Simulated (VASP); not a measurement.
# SiS3 (P6/mmm) in VASP: dielectric tensor with pbe exchange, pbesol correlation

Aim: the dielectric tensor of SiS3 with pbe exchange, pbesol correlation.

Everything below comes from runs of VASP 6.6.1. Logs are shortened: lines on timing, memory, paths and dates and some standing lists are left out, and cuts for length are marked.

## Step 1: The cell of the first run

Symmetry: P6/mmm, No. 191, hexagonal system. Conventional cell: a = 4.154 Å, b = 4.154 Å, c = 6.344 Å, α = 90.00°, β = 90.00°, γ = 120.00°. Within 1.7 Å of Si (site symmetry 6/mmm) lie 2 S at 1.24 Å. S (site symmetry 6mm) has 1 Si at 1.24 Å within 1.7 Å. S (site symmetry 6/mmm) has 2 S at 1.93 Å within 2.6 Å.

## Step 2: Dielectric tensor, pbe exchange, pbesol correlation

INCAR reads:

```
SYSTEM = SiS3
ALGO = Normal
EDIFF = 1E-8
ENCUT = 400
GGA = LIBXC
GGA_COMPAT = .False.
ISIF = 2
ISMEAR = 0
LASPH = .True.
LCHARG = .False.
LEPSILON = .True.
LIBXC1 = GGA_X_PBE
LIBXC2 = GGA_C_PBE_SOL
LREAL = .False.
LWAVE = .False.
NELM = 120
PREC = Accurate
SIGMA = 0.01
```

KPOINTS reads:

```
k-points
0
Gamma
  7 7 4
  0 0 0
```

POSCAR reads:

```
SiS3
1.0
    4.1541490600      0.0000000000      0.0000000000
   -2.0770745300      3.5975986200      0.0000000000
    0.0000000000      0.0000000000      6.3439862100
Si S
1 3
Direct
    0.0000000000      0.0000000000      0.0000000000
    0.0000000000      0.0000000000      0.8048107000
    0.0000000000      0.0000000000      0.1951893000
    0.0000000000      0.0000000000      0.5000000000
```

Potentials or basis: VASP PAW PBE potentials, release 64 (Si, S).

The run is started by

```
$ cat potpaw_PBE.64/Si/POTCAR potpaw_PBE.64/S/POTCAR > POTCAR
$ mpirun -np 1 vasp_std > vasp.out
```

OUTCAR:

```text
SYSTEM = SiS3
   EDIFF = 1E-8
   ENCUT = 400
   GGA = LIBXC
   ISIF = 2
   ISMEAR = 0
   LASPH = .True.
   LEPSILON = .True.
   LREAL = .False.
   NELM = 120
   PREC = Accurate

 ion  position               nearest neighbor table
   1  0.000  0.000  0.000-   2 1.24   3 1.24
   2  0.000  0.000  0.805-   1 1.24   4 1.93   3 2.48
   3  0.000  0.000  0.195-   1 1.24   4 1.93   2 2.48
   4  0.000  0.000  0.500-   2 1.93   3 1.93

 -----------------------------------------------------------------------------
|                                                                             |
|           W    W    AA    RRRRR   N    N  II  N    N   GGGG   !!!           |
|           W    W   A  A   R    R  NN   N  II  NN   N  G    G  !!!           |
|           W    W  A    A  R    R  N N  N  II  N N  N  G       !!!           |
|           W WW W  AAAAAA  RRRRR   N  N N  II  N  N N  G  GGG   !            |
|           WW  WW  A    A  R   R   N   NN  II  N   NN  G    G                |
|           W    W  A    A  R    R  N    N  II  N    N   GGGG   !!!           |
|                                                                             |
|     The distance between some ions is very small. Please check the          |
|     nearest-neighbor list in the OUTCAR file.                               |
|     I HOPE YOU KNOW WHAT YOU ARE DOING!                                     |
|                                                                             |
 -----------------------------------------------------------------------------

  LATTYP: Found a hexagonal cell.
 ALAT       =     4.1541490600
 C/A-ratio  =     1.5271445772

  Lattice vectors:

 A1 = (   4.1541490600,   0.0000000000,   0.0000000000)
 A2 = (  -2.0770745300,   3.5975986200,   0.0000000000)
 A3 = (   0.0000000000,   0.0000000000,   6.3439862100)

Analysis of symmetry for initial positions (statically):
=====================================================================
 Subroutine PRICEL returns:
 Original cell was already a primitive cell.

 Routine SETGRP: Setting up the symmetry group for a
 hexagonal supercell.

 Subroutine GETGRP returns: Found 24 space group operations
 (whereof 24 operations were pure point group operations)
 out of a pool of 24 trial point group operations.

The static configuration has the point symmetry D_6h.

Analysis of symmetry for dynamics (positions and initial velocities):
=====================================================================
[... 619 lines left out ...]
    total drift:                                0.000000     -0.000000     -0.000000

  FREE ENERGIE OF THE ION-ELECTRON SYSTEM (eV)
  ---------------------------------------------------
  free  energy   TOTEN  =        37.0183845734 eV

  energy  without entropy=       37.0183845734  energy(sigma->0) =       37.01838457

 HEAD OF MICROSCOPIC STATIC DIELECTRIC TENSOR (INDEPENDENT PARTICLE, excluding Hartree and local field effects)
 ------------------------------------------------------
           2.928016     0.000000     0.000000
           0.000000     2.928016    -0.000000
           0.000000     0.000000     9.724825
 ------------------------------------------------------

 Free energy of the ion-electron system (eV)
  ---------------------------------------------------
  ---------------------------------------------------
  free energy    TOTEN  =        -0.39737591 eV

  energy without entropy =       -0.39737591

------------------------ aborting loop because EDIFF is reached ----------------------------------------

--------------------------------------- Ionic step        2  -------------------------------------------

------------------------ aborting loop because EDIFF is reached ----------------------------------------

--------------------------------------- Ionic step        3  -------------------------------------------

 Free energy of the ion-electron system (eV)
  ---------------------------------------------------
  ---------------------------------------------------
  free energy    TOTEN  =        -2.17431016 eV

  energy without entropy =       -2.17431016

------------------------ aborting loop because EDIFF is reached ----------------------------------------

 PIEZOELECTRIC TENSOR FIELD DIRECTION 3  (e Angst)
 -----------------------------------------------------------------------------
     0.00087  0.00000 -0.00000           (  0.00002  0.00000 -0.00000)
     0.00000  0.00087 -0.00000           (  0.00000  0.00002 -0.00000)
    -0.00000 -0.00000  0.00101           ( -0.00000 -0.00000 -0.00001)

 PIEZOELECTRIC TENSOR FIELD DIRECTION 3  (C/m^2)
 -----------------------------------------------------------------------------
     0.00015  0.00000 -0.00000
     0.00000  0.00015 -0.00000
    -0.00000 -0.00000  0.00017

 MACROSCOPIC STATIC DIELECTRIC TENSOR (including local field effects in DFT)
 ------------------------------------------------------
           2.326438     0.000000     0.000000
          -0.000000     2.326438     0.000000
          -0.000000     0.000000     8.728734
 ------------------------------------------------------

 PIEZOELECTRIC TENSOR (including local field effects)  for field in x, y, z        (e  Angst)
          XX          YY          ZZ          XY          YZ          ZX
  --------------------------------------------------------------------------------
  x     0.00000     0.00000     0.00000     0.00000     0.00000     0.00000
  y     0.00000     0.00000     0.00000     0.00000     0.00000     0.00000
  z     0.00000     0.00000     0.00000     0.00000     0.00000     0.00000

 PIEZOELECTRIC TENSOR (including local field effects)  for field in x, y, z        (C/m^2)
          XX          YY          ZZ          XY          YZ          ZX
  --------------------------------------------------------------------------------
  x     0.00000     0.00000     0.00000     0.00000     0.00000     0.00000
  y     0.00000     0.00000     0.00000     0.00000     0.00000     0.00000
  z     0.00000     0.00000     0.00000     0.00000     0.00000     0.00000

 BORN EFFECTIVE CHARGES (including local field effects) (in |e|, cummulative output)
 ---------------------------------------------------------------------------------
 ion    1
    1     0.70678     0.00000     0.00000
    2     0.00000     0.70678     0.00000
    3     0.00000    -0.00000     2.17601
 ion    2
    1    -0.11142     0.00000     0.00000
    2     0.00000    -0.11142     0.00000
    3     0.00000     0.00000    -1.98691
 ion    3
    1    -0.11142     0.00000    -0.00000
    2     0.00000    -0.11142     0.00000
    3     0.00000     0.00000    -1.98691
 ion    4
    1    -0.48395     0.00000     0.00000
    2     0.00000    -0.48395     0.00000
    3     0.00000     0.00000     1.79782
```

OSZICAR:

```text
N       E                     dE             d eps       ncg     rms          rms(c)
[... 13 lines left out ...]
RMM:  11    -0.217430535488E+01    0.35212E-04   -0.16373E-04  1312   0.407E-03    0.224E-03
RMM:  12    -0.217431402415E+01   -0.86693E-05   -0.28167E-04  1370   0.274E-03    0.105E-03
RMM:  13    -0.217432022220E+01   -0.61981E-05   -0.12872E-04  1331   0.275E-03    0.850E-04
RMM:  14    -0.217431406167E+01    0.61605E-05   -0.29258E-04  1242   0.242E-03    0.102E-03
RMM:  15    -0.217431160838E+01    0.24533E-05   -0.10853E-04  1230   0.242E-03    0.470E-04
RMM:  16    -0.217431084163E+01    0.76676E-06   -0.28688E-04   821   0.225E-03    0.553E-04
RMM:  17    -0.217431077884E+01    0.62785E-07   -0.98571E-05   617   0.227E-03    0.468E-04
RMM:  18    -0.217431015901E+01    0.61983E-06   -0.28598E-04   602   0.223E-03    0.491E-04
```

stdout:

```text
POSCAR found type information on POSCAR SiS
 POSCAR found :  2 types and       4 ions
 scaLAPACK will be used
 -----------------------------------------------------------------------------
|                                                                             |
|                                                                             |
|     You enforced a specific xc type in the INCAR file but a different       |
[... 43 lines left out ...]
  Direction:   1
 dielectric tensor                  component  1 :     2.326    -0.178    -0.007
 Linear response to external field, progress :
  Direction:   2
 dielectric tensor                  component  2 :    -0.177     2.326    -0.020
 Linear response to external field, progress :
  Direction:   3
 dielectric tensor                  component  3 :    -0.015    -0.014     8.729
 Born effective charges drift removed
```

Wall time 2.8 min (1 thread of Intel Xeon 6975P-C (Granite Rapids), shared host); peak memory 0.26 GiB.

Results:

```yaml
Band_gap_on_the_k_mesh: 0.45 eV (least direct gap 0.85 eV)
Electronic_dielectric_tensor_diagonal: 2.33, 2.33, 8.73
Born_charges_mean_of_the_diagonal: Si +1.20; S -0.74, +0.28 (each value once) e
```

Levels at points of the mesh, in eV from the valence-band top:
```tsv
k point	band 7	band 8	band 9	band 10	band 11	band 12	band 13	band 14	band 15
(0.00, 0.00, 0.00)	-5.39	-5.39	-2.74	-1.87	-1.87	0.45	3.95	3.95	4.30
(0.00, 0.00, 0.50)	-5.78	-5.78	-1.01	-1.01	-0.22	0.63	2.80	3.52	3.52
```

Electronic dielectric tensor:
```
2.33 0.00 0.00
0.00 2.33 0.00
0.00 0.00 8.73
```

Born effective charge tensors (e):
atom 1, Si
```
0.71 0.00 0.00
0.00 0.71 0.00
0.00 0.00 2.18
```
atom 2, S
```
-0.11  0.00  0.00
 0.00 -0.11  0.00
 0.00  0.00 -1.99
```
atom 3, S
```
-0.11  0.00  0.00
 0.00 -0.11  0.00
 0.00  0.00 -1.99
```
atom 4, S
```
-0.48  0.00  0.00
 0.00 -0.48  0.00
 0.00  0.00  1.80
```

Caveat: the gap is small at this level, which inflates the dielectric constant; atoms lie so close that the PAW spheres overlap strongly, which falsifies energies and pressures; an odd mesh through Γ misses points on the zone boundary, where band edges can lie.
